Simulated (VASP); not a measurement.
A run of VASP 6.6.1 is set up as follows.

Contents of INCAR:

```
SYSTEM = AgRh
PREC = Accurate ; ENCUT = 520
EDIFF = 1E-7 ; ISMEAR = -1
SIGMA = 0.05 ; LREAL = .FALSE.
LASPH = .TRUE. ; NELM = 80
ALGO = Normal ; ISIF = 2
LWAVE = .FALSE. ; LCHARG = .FALSE.
GGA = PE ; NBANDS = 20
```

Contents of KPOINTS:

```
Automatic mesh
0
G
  14 14 7
  0 0 0
```

The input POSCAR:

```
AgRh
1.0
    2.7400486224      0.0000000000      0.0000000000
   -1.3700243112      2.3729517146      0.0000000000
    0.0000000000      0.0000000000      4.7436129252
Ag Rh
1 1
Direct
    0.0000000000      0.0000000000      0.5000000000
    0.6666666667      0.3333333333      0.0000000000
```

Potentials or basis: VASP PAW PBE potentials, release 64 (Ag, Rh_pv).

Command:

```console
$ cat potpaw_PBE.64/Ag/POTCAR potpaw_PBE.64/Rh_pv/POTCAR > POTCAR
$ mpirun -np 1 vasp_std > vasp.out
```

(1) Predict the pressure.

(2) Predict the band gap on the k mesh.

## Answers

(1) 4.2 GPa.

(2) zero (band 13 reaches 10.66 eV, above the bottom of band 14 at 9.25 eV).
